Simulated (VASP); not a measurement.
A run of VASP 6.6.1 is set up as follows.

The input INCAR:

```
ALGO     = Normal         # electronic algorithm
EDIFF    = 1E-6           # SCF threshold, eV
ENCUT    = 520            # plane-wave cutoff, eV
GGA      = PE             # functional
ISIF     = 2              # what is computed and relaxed
ISMEAR   = 0              # smearing method
LASPH    = True           # aspherical terms in the spheres
LCHARG   = True           # write CHGCAR
LELF     = True           # ELF
LREAL    = False          # projectors in reciprocal space
LVHAR    = True         
LWAVE    = False          # write WAVECAR
NBANDS   = 42             # bands
NELM     = 80             # most SCF steps
PREC     = Accurate       # precision mode
SIGMA    = 0.1            # smearing width, eV
```

Contents of KPOINTS:

```
k-points
0
Gamma
  4 4 4
```

The input POSCAR:

```
TiPdRh3
1.0
    4.0336120700      0.0000000000      0.0000000000
    0.0000000000      4.0336120700      0.0000000000
    0.0000000000      0.0000000000      4.0336120700
Ti Pd Rh
1 1 3
Direct
    0.0000000000      0.0000000000      0.0000000000
    0.5000000000      0.5000000000      0.5000000000
    0.0000000000      0.5000000000      0.5000000000
    0.5000000000      0.0000000000      0.5000000000
    0.5000000000      0.5000000000      0.0000000000
```

Potentials or basis: VASP PAW PBE potentials, release 64 (Ti_sv, Pd, Rh_pv).

Command:

```console
$ cat potpaw_PBE.64/Ti_sv/POTCAR potpaw_PBE.64/Pd/POTCAR potpaw_PBE.64/Rh_pv/POTCAR > POTCAR
$ mpirun -np 1 vasp_std > vasp.out
```

Question: Estimate the pressure.

Answer: 143.3 GPa.

Caveat: the k points lie up to 0.39 Å⁻¹ apart.
